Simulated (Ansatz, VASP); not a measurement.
# Cu in VASP and in Ansatz

INCAR

```
PREC     = Accurate       # precision mode
ENCUT    = 520            # plane-wave cutoff, eV
EDIFF    = 1E-6           # SCF threshold, eV
ISMEAR   = 0              # smearing method
SIGMA    = 0.15           # smearing width, eV
LREAL    = False          # projectors in reciprocal space
LASPH    = True           # aspherical terms in the spheres
NELM     = 80             # most SCF steps
ALGO     = Fast           # electronic algorithm
ISIF     = 2              # what is computed and relaxed
LWAVE    = False          # write WAVECAR
LCHARG   = False          # write CHGCAR
GGA      = CA             # functional
NBANDS   = 12             # bands
```

Contents of KPOINTS:

```
regular mesh
0
Gamma
  22 22 22
```

File POSCAR:

```
Cu
1.0
   -1.4452500000      1.4452500000      1.3243000000
    1.4452500000     -1.4452500000      1.3243000000
    1.4452500000      1.4452500000     -1.3243000000
Cu
1
Direct
    0.0000000000      0.0000000000      0.0000000000
```

Input for Ansatz:

```yaml
crystal:
  lattice:
    - [-1.44525, 1.44525, 1.3243]
    - [1.44525, -1.44525, 1.3243]
    - [1.44525, 1.44525, -1.3243]
  atoms:
    - { symbol: Cu, position: [0.0, 0.0, 0.0] }
basis:
  ecutwfc: 520.0
kpoints:
  mp_grid: { grid: [22, 22, 22] }
hamiltonian:
  xc: lda
  pseudopotentials: { kind: paw, azcp: { folder: soft_1 } }
scf:
  occupations: { method: gaussian, width: 0.15 }
output:
  forces: true
  stress: true
  eigenvalues: true
```

Alike in both runs: task single point; functional LDA; k mesh 22 × 22 × 22; occupations gaussian, width 0.15 eV; no spin polarisation.

|  | VASP | Ansatz |
| --- | --- | --- |
| version | VASP 6.6.1 | Ansatz 0.2.0 |
| potentials or method | VASP PAW LDA potentials, release 64 (Cu), cutoff 520 eV | scalar-relativistic, plane waves, PAW |
| valence electrons in the cell | 11 | 19 |

Ansatz gave:

| Quantity | Value |
| --- | --- |
| gap on the k mesh at the Fermi level (eV) | none |
| pressure (GPa) | -2.1 |
| traceless stress, the component that is largest in VASP (GPa) | 0.44 |

**Question.** What did VASP give for the same quantities?

**Answer.** gap on the k mesh at the Fermi level (eV): none; pressure (GPa): -0.8; traceless stress, the component that is largest in VASP (GPa): 0.48.

Ansatz warns that its potentials were made for another functional, while VASP's fit it. LDA's correlation is that of Perdew and Zunger in VASP and of Perdew and Wang (1992) in Ansatz. A gap of «none» marks a metal or a gap that the smearing closes. VASP's potentials hold 11 valence electrons a cell and Ansatz's 19, so a difference there can come from the potentials and not from the codes.
